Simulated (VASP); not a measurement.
Au, 2 atoms in the cell. It takes space group P6_3/mmc (No. 194, hexagonal). The conventional cell has a = 2.958 Å, b = 2.958 Å, c = 4.880 Å, α = 90.00°, β = 90.00°, γ = 120.00°. Au (site symmetry -6m2) has 12 Au at 2.96 to 2.98 Å within 3.9 Å. This isn't the form of Au at room conditions, which is fcc. This cell differs from its parent crystal: equal xx and yy strain of +2 %.

| Property | Result |
| --- | --- |
| Program | VASP 6.6.1 |
| Task | single point |
| Functional | PBE |
| Potentials or basis | VASP PAW PBE potentials, release 64 (Au) |
| Cutoff | 520 eV |
| k mesh | 14 × 14 × 8 |
| Occupations | fermi-dirac, width 0.03 eV |
| Spin | no spin polarisation |
| Dipole correction | no |
| Further INCAR settings | ALGO = Normal; EDIFF = 1e-06; NBANDS = 18 |

Potentials or basis: VASP PAW PBE potentials, release 64 (Au).

Command:

```console
$ cat potpaw_PBE.64/Au/POTCAR > POTCAR
$ mpirun -np 1 vasp_std > vasp.out
```

Hardware: 1 thread of AMD EPYC 7R13 (shared host).

Task: How long does it take, and how much memory?

Result: It took 60 s on 1 thread of AMD EPYC 7R13, with other jobs on the host, peak memory 0.17 GiB. Counts: scf iterations 11, k points 120.
